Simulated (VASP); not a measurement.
A run of VASP 6.6.1 is set up as follows.

POSCAR

```
C
1.0
    0.0000000000      1.7058870605      1.7058870605
    1.7058870605      0.0000000000      1.7058870605
    1.7058870605      1.7058870605      0.0000000000
C
2
Direct
    0.5000000000      0.5000000000      0.5000000000
    0.7500000000      0.7500000000      0.7500000000
```

The input INCAR.step1:

```
  ALGO = Normal
  EDIFF = 1E-4
  ENCUT = 520
  GGA = PE
  ISMEAR = -1
  LASPH = True
  LCHARG = False
  LREAL = False
  LWAVE = True
  NBANDS = 11
  NELM = 100
  PREC = Accurate
  SIGMA = 0.05
```

Contents of INCAR.step2:

```
  ALGO = Normal
  EDIFF = 1E-7
  ENCUT = 520
  ISIF = 2
  ISMEAR = -1
  ISTART = 1
  LASPH = True
  LCHARG = False
  LMIXTAU = True
  LREAL = False
  LWAVE = False
  METAGGA = R2SCAN
  NBANDS = 11
  NELM = 100
  PREC = Accurate
  SIGMA = 0.05
```

KPOINTS

```
k-points
0
Gamma
  13 13 13
```

Potentials or basis: VASP PAW PBE potentials, release 64 (C).

Launch:

```sh
$ cat potpaw_PBE.64/C/POTCAR > POTCAR
$ cp INCAR.step1 INCAR
$ mpirun -np 1 vasp_std > vasp.out
$ cp INCAR.step2 INCAR
$ mpirun -np 1 vasp_std > vasp.out
```

(1) What does it give for the pressure?

(2) Predict the band gap on the k mesh.

Results:

(1) 74.3 GPa.

(2) 4.65 eV, indirect (least direct gap 6.20 eV).

Caveat: the PAW data sets were made with another functional, which shifts forces and pressure a little.
